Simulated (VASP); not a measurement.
A run of VASP 6.6.1:

Contents of INCAR:

```
ALGO = Normal
EDIFF = 1E-7
ENCUT = 520
ISIF = 2
ISMEAR = -1
LASPH = T
LCHARG = F
LREAL = F
LWAVE = F
NBANDS = 12
NELM = 80
PREC = Accurate
SIGMA = 0.05
```

Contents of KPOINTS:

```
k-points
0
Gamma
  14 14 16
```

Contents of POSCAR:

```
Ga
1.0
   -1.4403300000      1.3957500000      2.2290000000
    1.3957500000     -1.4403300000      2.2290000000
    1.4122500000      1.4122500000     -2.2570800000
Ga
1
Direct
    0.0000000000      0.0000000000      0.0000000000
```

Potentials or basis: VASP PAW LDA potentials, release 64 (Ga_d).

Launch:

```sh
$ cat potpaw_LDA.64/Ga_d/POTCAR > POTCAR
$ mpirun -np 1 vasp_std > vasp.out
```

Hardware: 1 thread of AMD EPYC 9R45 96-Core Processor (Zen 5), with other jobs on the host.

Task: How long does it take, and how much memory?

Result: Run time: 82 s on 1 thread of AMD EPYC 9R45 96-Core Processor (Zen 5) (shared host), peak memory 0.24 GiB. Counts: scf iterations 10, k points 849.
